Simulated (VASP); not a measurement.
# Pt in VASP: single point with PBE

Aim: the single point of Pt with PBE.

Everything below comes from runs of VASP 6.6.1. Logs are shortened: lines on timing, memory, paths and dates and some standing lists are left out, and cuts for length are marked.

## 1. The cell of the first run

The cell holds a slab with vacuum, 1 atom: a = 2.808 Å, b = 2.808 Å, c = 16.000 Å, α = 90.00°, β = 90.00°, γ = 90.00°.

## 2. Single point, PBE

POSCAR reads:

```
Pt
1.0
    2.8080030019      0.0000000000      0.0000000000
    0.0000000000      2.8080030019      0.0000000000
    0.0000000000      0.0000000000     16.0000000000
Pt
1
Direct
    0.0000000000      0.0000000000      0.5000000000
```

INCAR.step1 reads:

```
  PREC = Accurate
  ENCUT = 520
  EDIFF = 1E-7
  ISMEAR = -1
  SIGMA = 0.08
  LREAL = F
  LASPH = T
  NELM = 100
  ALGO = Normal
  ISIF = 2
  LWAVE = F
  LCHARG = T
  LMAXMIX = 4
  LDIPOL = T
  IDIPOL = 3
  DIPOL = 0.5 0.5 0.500
  GGA = PE
  NBANDS = 11
```

KPOINTS.step1 reads:

```
Automatic mesh
0
Gamma
  12 12 1
```

INCAR.step2 reads:

```
  PREC = Accurate
  ENCUT = 520
  EDIFF = 1E-7
  ISMEAR = -5
  SIGMA = 0.08
  LREAL = F
  LASPH = T
  NELM = 100
  ALGO = Normal
  ISIF = 2
  LWAVE = F
  LCHARG = F
  LMAXMIX = 4
  LDIPOL = T
  IDIPOL = 3
  DIPOL = 0.5 0.5 0.500
  GGA = PE
  LORBIT = 11
  NBANDS = 11
  NEDOS = 1001
  ICHARG = 11
```

KPOINTS.step2 reads:

```
Automatic mesh
0
Gamma
  18 18 1
```

Potentials or basis: VASP PAW PBE potentials, release 64 (Pt).

The run is started by

```bash
> cat potpaw_PBE.64/Pt/POTCAR > POTCAR
> cp INCAR.step1 INCAR
> cp KPOINTS.step1 KPOINTS
> mpirun -np 1 vasp_std > vasp.out
> cp INCAR.step2 INCAR
> cp KPOINTS.step2 KPOINTS
> mpirun -np 1 vasp_std > vasp.out
```

OUTCAR:

```text
PREC = Accurate
   ENCUT = 520
   EDIFF = 1E-7
   ISMEAR = -5
   LREAL = F
   LASPH = T
   NELM = 100
   ISIF = 2
   GGA = PE
   LORBIT = 11
   ICHARG = 11

 ion  position               nearest neighbor table
   1  0.000  0.000  0.500-

  LATTYP: Found a simple tetragonal cell.
 ALAT       =     2.8080030019
 C/A-ratio  =     5.6979996065

  Lattice vectors:

 A1 = (   2.8080030019,   0.0000000000,   0.0000000000)
 A2 = (   0.0000000000,   2.8080030019,   0.0000000000)
 A3 = (   0.0000000000,   0.0000000000,  16.0000000000)

Analysis of symmetry for initial positions (statically):
=====================================================================
 Subroutine PRICEL returns:
 Original cell was already a primitive cell.

 Routine SETGRP: Setting up the symmetry group for a
 simple tetragonal supercell.

 Subroutine GETGRP returns: Found 16 space group operations
 (whereof 16 operations were pure point group operations)
 out of a pool of 16 trial point group operations.

The static configuration has the point symmetry D_4h.

Analysis of symmetry for dynamics (positions and initial velocities):
=====================================================================
 Subroutine PRICEL returns:
 Original cell was already a primitive cell.

 Routine SETGRP: Setting up the symmetry group for a
 simple tetragonal supercell.

 Subroutine GETGRP returns: Found 16 space group operations
 (whereof 16 operations were pure point group operations)
 out of a pool of 16 trial point group operations.

The dynamic configuration has the point symmetry D_4h.

 Subroutine INISYM returns: Found 16 space group operations
 (whereof 16 operations are pure point group operations),
 and found     1 'primitive' translations

----------------------------------------------------------------------------------------

                                     Primitive cell

  volume of cell :     126.1581

  direct lattice vectors                    reciprocal lattice vectors
     2.808003002  0.000000000  0.000000000     0.356124975  0.000000000  0.000000000
     0.000000000  2.808003002  0.000000000     0.000000000  0.356124975  0.000000000
     0.000000000  0.000000000 16.000000000     0.000000000  0.000000000  0.062500000

  length of vectors
     2.808003002  2.808003002 16.000000000     0.356124975  0.356124975  0.062500000

  position of ions in fractional coordinates (direct lattice)
     0.000000000  0.000000000  0.500000000

  ion indices of the primitive-cell ions
   primitive index   ion index
                 1           1

----------------------------------------------------------------------------------------

 KPOINTS: Automatic mesh

Automatic generation of k-mesh.
 Grid dimensions read from file:
 generate k-points for:   18   18    1

 Generating k-lattice:

  Cartesian coordinates                     Fractional coordinates (reciprocal lattice)
     0.019784721  0.000000000  0.000000000     0.055555556  0.000000000  0.000000000
     0.000000000  0.019784721  0.000000000     0.000000000  0.055555556  0.000000000
     0.000000000  0.000000000  0.062500000     0.000000000  0.000000000  1.000000000

  Length of vectors
     0.019784721  0.019784721  0.062500000

  Shift w.r.t. Gamma in fractional coordinates (k-lattice)
     0.000000000  0.000000000  0.000000000

 TETIRR: Found    495 inequivalent tetrahedra from     1944

 Subroutine IBZKPT returns following result:
 ===========================================

 Found     55 irreducible k-points:

 Following reciprocal coordinates:
            Coordinates               Weight
  0.000000  0.000000  0.000000      1.000000
  0.055556  0.000000  0.000000      4.000000
  0.111111  0.000000  0.000000      4.000000
  0.166667  0.000000  0.000000      4.000000
  0.222222  0.000000  0.000000      4.000000
  0.277778  0.000000  0.000000      4.000000
[... 16 lines left out ...]
  0.277778  0.111111  0.000000      8.000000
  0.333333  0.111111  0.000000      8.000000
 [... further k-points ...]
   k-points           NKPTS =     55   k-points in BZ     NKDIM =     55   number of bands    NBANDS=     11
   number of dos      NEDOS =   1001   number of ions     NIONS =      1
   total plane-waves  NPLWV =  69120
   dimension x,y,z NGX =    24 NGY =   24 NGZ =  120
   dimension x,y,z NGXF=    48 NGYF=   48 NGZF=  240
   ions per type =               1
   NGX,Y,Z   is equivalent  to a cutoff of  14.21, 14.21, 12.47 a.u.
   NGXF,Y,Z  is equivalent  to a cutoff of  28.42, 28.42, 24.94 a.u.
 SYSTEM =  unknown system
   PREC   = accura    normal or accurate (medium, high low for compatibility)
   ISTART =      0    job   : 0-new  1-cont  2-samecut
   ICHARG =     11    charge: 1-file 2-atom 10-const
   ISPIN  =      1    spin polarized calculation?
   LNONCOLLINEAR =      F non collinear calculations
   LSORBIT =      F    spin-orbit coupling
   LASPH  =      T    aspherical Exc in radial PAW
   ENCUT  =  520.0 eV  38.22 Ry    6.18 a.u.   5.22  5.22 29.75*2*pi/ulx,y,z
   NELM   =    100;   NELMIN=  2; NELMDL=  0     # of ELM steps
   EDIFF  = 0.1E-06   stopping-criterion for ELM
   LREAL  =      F    real-space projection
   EDIFFG = 0.1E-05   stopping-criterion for IOM
   NSW    =      0    number of steps for IOM
   IBRION =     -1    ionic relax: 0-MD 1-quasi-New 2-CG
   NFREE  =      0    steps in history (QN), initial steepest desc. (CG)
   ISIF   =      2    stress and relaxation
   ISYM   =      2    0-nonsym 1-usesym 2-fastsym
   POTIM  = 0.5000    time-step for ionic-motion
   TEBEG  =    0.0;   TEEND  =   0.0 temperature during run
   PSTRESS=    0.0 pullay stress
   NELECT =      10.0000    total number of electrons
   NUPDOWN=      -1.0000    fix difference up-down
   EMIN   =  10.00;   EMAX   =-10.00  energy-range for DOS
   EFERMI =   0.00;   METHOD = LEGACY
   ISMEAR =    -5;   SIGMA  =   0.08  broadening in eV -4-tet -1-fermi 0-gaus
   EFERMI_NEDOS =   21; number of points for ismear=-14 and -15
   IALGO  =     38    algorithm
   IMIX   =      4    mixing-type and parameters
     AMIX     =   0.40;   BMIX     =  1.00
     AMIX_MAG =   1.60;   BMIX_MAG =  1.00
  volume/ion in A,a.u.               =     126.16       851.36
  Fermi-wavevector in a.u.,A,eV,Ry     =   0.703239  1.328930  6.728700  0.494545
  Thomas-Fermi vector in A             =   1.788156
   LORBIT       =     11    0 simple, 1 ext, 2 COOP (PROOUT), +10 PAW based schemes
   GGA     = PE    functional components
   LHFCALC =     F    Hartree Fock is set to
   AEXX    =    0.0000 exact exchange contribution
   IVDW    =     0    specifies the selected vdW correction
   LEPSILON=     F    determine dielectric tensor
   LRPA    =     F    only Hartree local field effects (RPA)
 non-spin polarized calculation
 Fermi weights with tetrahedron method with Bloechl corrections
  energy-cutoff  :      520.00
  volume of cell :      126.16
 maximum number of plane-waves:      3435
 NGX is ok and might be reduce to    24

 number of electron      10.0000001 magnetization

 dipolmoment           0.000000      0.000000     -0.000000 electrons x Angstroem

 Free energy of the ion-electron system (eV)
  ---------------------------------------------------
  ext. energy  EPLUGINS =         0.00000000
  ---------------------------------------------------
  free energy    TOTEN  =        -4.15947038 eV

  energy without entropy =       -4.15947038  energy(sigma->0) =       -4.15947038

 E-fermi :  -4.3718     XC(G=0):  -2.7879

 val. band max:       -4.3705524765   @ k =   0.0000   0.0000   0.0000
 cond. band min:      -4.3732614075   @ k =   0.2222   0.0556   0.0000
 fundamental gap:     -0.0027089310
 Fermi energy:        -4.3718360063

 k-point     1 :       0.0000    0.0000    0.0000
  band No.  band energies     occupation
      1      -9.3271      2.00000
      2      -8.0640      2.00000
      3      -5.5639      2.00000
      4      -4.3706      1.98758
      5      -4.3706      0.88888
      6      -3.9180      0.00000
      7      -1.6887      0.00000
      8       1.7229      0.00000
      9       2.5050      0.00000
     10       2.8868      0.00000
     11       5.0263      0.00000

 k-point     2 :       0.0556    0.0000    0.0000
  band No.  band energies     occupation
      1      -9.2462      2.00000
      2      -8.0159      2.00000
      3      -5.5440      2.00000
      4      -4.4889      2.00173
      5      -4.3645      0.92575
      6      -3.9678      0.00000
      7      -1.5549      0.00000
      8       1.7794      0.00000
      9       2.5698      0.00000
     10       2.9427      0.00000
     11       5.0924      0.00000

 k-point     3 :       0.1111    0.0000    0.0000
  band No.  band energies     occupation
      1      -9.0245      2.00000
      2      -7.8551      2.00000
      3      -5.4860      2.00000
      4      -4.7852      2.00000
      5      -4.3469      0.60136
      6      -4.1081      0.00000
      7      -1.2062      0.00000
      8       1.9489      0.00000
      9       2.7626      0.00000
     10       3.1104      0.00000
     11       5.2888      0.00000

 k-point     4 :       0.1667    0.0000    0.0000
  band No.  band energies     occupation
      1      -8.7311      2.00000
      2      -7.5261      2.00000
      3      -5.3942      2.00000
      4      -5.1607      2.00000
      5      -4.3199      0.65398
      6      -4.3148     -0.03530
      7      -0.7257      0.00000
      8       2.2312      0.00000
      9       3.0785      0.00000
     10       3.3902      0.00000
     11       5.6092      0.00000

 k-point     5 :       0.2222    0.0000    0.0000
  band No.  band energies     occupation
      1      -8.4579      2.00000
      2      -6.9600      2.00000
      3      -5.5461      2.00000
      4      -5.2759      2.00000
      5      -4.5564      2.07853
      6      -4.2865     -0.04297
      7      -0.1614      0.00000
      8       2.6265      0.00000
      9       3.5111      0.00000
     10       3.7822      0.00000
     11       6.0431      0.00000
[... 211 lines left out ...]
 k-point    21 :       0.1667    0.1111    0.0000
  band No.  band energies     occupation
      1      -8.3379      2.00000
      2      -7.4167      2.00000
      3      -5.3255      2.00000
      4      -5.1645      2.00000
      5      -4.6277      2.00000
      6      -4.5108      2.06926
      7      -0.3155      0.00000
      8       2.4577      0.00000
      9       3.3375      0.00000
     10       3.6149      0.00000
     11       5.8755      0.00000

 k-point    22 :       0.2222    0.1111    0.0000
  band No.  band energies     occupation
      1      -8.0383      2.00000
      2      -6.8977      2.00000
      3      -5.5180      2.00000
      4      -5.2229      2.00000
      5      -4.7272      2.00000
      6      -4.6010      2.13214
      7       0.2293      0.00000
      8       2.8533      0.00000
      9       3.7710      0.00000
     10       4.0077      0.00000
     11       6.3124      0.00000

 k-point    23 :       0.2778    0.1111    0.0000
  band No.  band energies     occupation
      1      -7.8219      2.00000
      2      -6.1818      2.00000
      3      -5.8569      2.00000
      4      -5.1487      2.00000
      5      -4.8259      2.00000
      6      -4.5603      2.14828
      7       0.8438      0.00000
      8       3.3619      0.00000
      9       4.3135      0.00000
     10       4.5113      0.00000
     11       5.5342      0.00000

 k-point    24 :       0.3333    0.1111    0.0000
  band No.  band energies     occupation
      1      -7.6567      2.00000
      2      -6.1457      2.00000
      3      -5.6959      2.00000
      4      -5.0418      2.00000
      5      -4.5188      2.00763
      6      -4.4946      1.29122
      7       1.5124      0.00000
      8       3.8960      0.00000
      9       4.0184      0.00000
     10       4.9512      0.00000
     11       5.1410      0.00000

 [... further k-points ...]

------------------------ aborting loop because EDIFF is reached ----------------------------------------

 vacuum level on the upper side and lower side of the slab       (xc-potential included)        -0.010        -0.010

  FORCE on cell =-STRESS in cart. coord.  units (eV):
  Direction    XX          YY          ZZ          XY          YZ          ZX
  --------------------------------------------------------------------------------------
  -------------------------------------------------------------------------------------
  Total       -4.1577238     -4.1577238     -0.4443962     -0.0000000      0.0000000      0.0000000
  in kB      -52.8020878    -52.8020878     -5.6437248     -0.0000000      0.0000000      0.0000000
  external PRESSURE =     -37.0826335 kB  Pullay stress =       0.0000000 kB

 VOLUME and BASIS-vectors are now :
 -----------------------------------------------------------------------------
  energy-cutoff  :      520.00
  volume of cell :      126.16
      direct lattice vectors                 reciprocal lattice vectors
     2.808003002  0.000000000  0.000000000     0.356124975  0.000000000  0.000000000
     0.000000000  2.808003002  0.000000000     0.000000000  0.356124975  0.000000000
     0.000000000  0.000000000 16.000000000     0.000000000  0.000000000  0.062500000

 POSITION                                       TOTAL-FORCE (eV/Angst)
 -----------------------------------------------------------------------------------
      0.00000      0.00000      8.00000         0.000000      0.000000      0.000000
 -----------------------------------------------------------------------------------
    total drift:                                0.000000      0.000000     -0.000000

  FREE ENERGIE OF THE ION-ELECTRON SYSTEM (eV)
  ---------------------------------------------------
  free  energy   TOTEN  =        -4.1594703812 eV

  energy  without entropy=       -4.1594703812  energy(sigma->0) =       -4.15947038

 vacuum level on the upper side and lower side of the slab         2.024         2.024

 total charge

# of ion       s       p       d       tot
------------------------------------------
    1        0.617   0.180   7.969   8.766
```

Run time: 97 s. Hardware: 1 thread of Intel Xeon 8259CL, shared host; peak memory 0.27 GiB.

Results:

* Valence electrons inside the program's atomic spheres: Pt 8.77

Caveat: spin-orbit coupling is left out, which moves the levels of the heavy elements; tetrahedron occupations give inexact forces and stress in metals.
